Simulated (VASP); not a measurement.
# Mo: single point with RPBE

The system is Mo.

```
Mo
1.0
     2.78524    0.00000    0.00000
    -1.39262    2.41209    0.00000
     0.00000    0.00000    9.71459
Mo
4
Direct
  0.00000 0.00000 0.00000
  0.00000 0.00000 0.50000
  0.33333 0.66667 0.25000
  0.66667 0.33333 0.75000
```

This isn't the form of Mo at room conditions, which is bcc.

```yaml
Program: VASP 6.6.1
Task: single point
Functional: RPBE
Potentials_or_basis: VASP PAW PBE potentials, release 64 (Mo_sv)
Cutoff: 520 eV
k_mesh: 15 × 15 × 4
Occupations: fermi-dirac, width 0.1 eV
Spin: no spin polarisation
Dipole_correction: no
Further_INCAR_settings: ALGO = Normal; EDIFF = 1e-06; NBANDS = 36
```

* Pressure: 0.4 GPa
* Band gap on the k mesh: zero (bands 28 and 29 overlap by 1.72 eV)

Stress tensor (GPa, compression positive):
```
0.49 0.00 0.00
0.00 0.49 0.00
0.00 0.00 0.17
```

Levels at points of the mesh, in eV from the Fermi level:
| k point | band 26 | band 27 | band 28 | band 29 | band 30 | band 31 |
| --- | --- | --- | --- | --- | --- | --- |
| (0.00, 0.00, 0.00) | -0.62 | -0.62 | -0.38 | -0.38 | -0.22 | -0.22 |
| (0.00, 0.00, 0.50) | -0.64 | -0.43 | -0.43 | -0.37 | -0.37 | -0.37 |

Wall time 4.2 min on 1 thread of Intel Xeon 8259CL (shared host), peak memory 0.27 GiB.

Caveat: the PAW data sets were made with another functional, which shifts forces and pressure a little.
